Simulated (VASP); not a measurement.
Set up this calculation in VASP 6.6.1, as the native input.

* Task: single point
* Functional: LDA
* Potentials or basis: VASP PAW LDA potentials, release 64 (Tc_sv, O)
* Cutoff: 600 eV
* k mesh: 7 × 7 × 4
* Occupations: gaussian, width 0.05 eV
* Spin: collinear spin, zero start
* Starting moments: [0.0, 0.0, 0.0] μB
* Fixed moment: 0 μB
* Hubbard terms: Tc d U = 2.0 eV, J = 0.7 eV
* Dipole correction: no
* LDAUTYPE: 1
* Hund's J: 0.7
* Further INCAR settings: ALGO = Normal; EDIFF = 1e-06; NBANDS = 24

The structure of TcO2 lies in POSCAR:

```
TcO2
1.0
    2.9153084500      0.0000000000      0.0000000000
   -1.4576542300      2.5247311800      0.0000000000
    0.0000000000      0.0000000000      4.7029976000
Tc O
1 2
Direct
    0.0000000000      0.0000000000      0.0000000000
    0.3333333333      0.6666666667      0.2520000000
    0.6666666667      0.3333333333      0.7480000000
```

These files were run (other wordings do the same):

INCAR

```
SYSTEM = TcO2
ALGO = Normal
EDIFF = 1E-6
ENCUT = 600
GGA_COMPAT = .FALSE.
ISIF = 2
ISMEAR = 0
ISPIN = 2
LASPH = .TRUE.
LCHARG = .TRUE.
LDAU = .TRUE.
LDAUJ = 0.7 0
LDAUL = 2 -1
LDAUPRINT = 1
LDAUTYPE = 1
LDAUU = 2 0
LELF = .TRUE.
LMAXMIX = 4
LORBIT = 11
LREAL = .FALSE.
LVHAR = .TRUE.
LWAVE = .FALSE.
MAGMOM = 0 0 0
NBANDS = 24
NELM = 200
NUPDOWN = 0.0
PREC = Accurate
SIGMA = 0.05
```

KPOINTS

```
k-points
0
G
  7 7 4
  0 0 0
```

Potentials or basis: VASP PAW LDA potentials, release 64 (Tc_sv, O).

Run with:

```console
$ cat potpaw_LDA.64/Tc_sv/POTCAR potpaw_LDA.64/O/POTCAR > POTCAR
$ mpirun -np 1 vasp_std > vasp.out
```

Results of the run:

```json
{"Pressure": "-21.2 GPa", "Largest force": "1.390 eV/Å", "Net moment": "0.00 μB per cell", "Valence electrons inside the program's atomic spheres": "Tc 12.35; O 4.91"}
```

Caveat: the cell stands under tension; the total moment is fixed, so each spin has its own Fermi level; forces of over 1 eV/Å act on the atoms, so gaps and moduli don't describe the material at rest.

Wall time 24 s on 1 thread of Intel(R) Xeon(R) 6975P-C (Granite Rapids), on a shared host, peak memory 0.17 GiB.
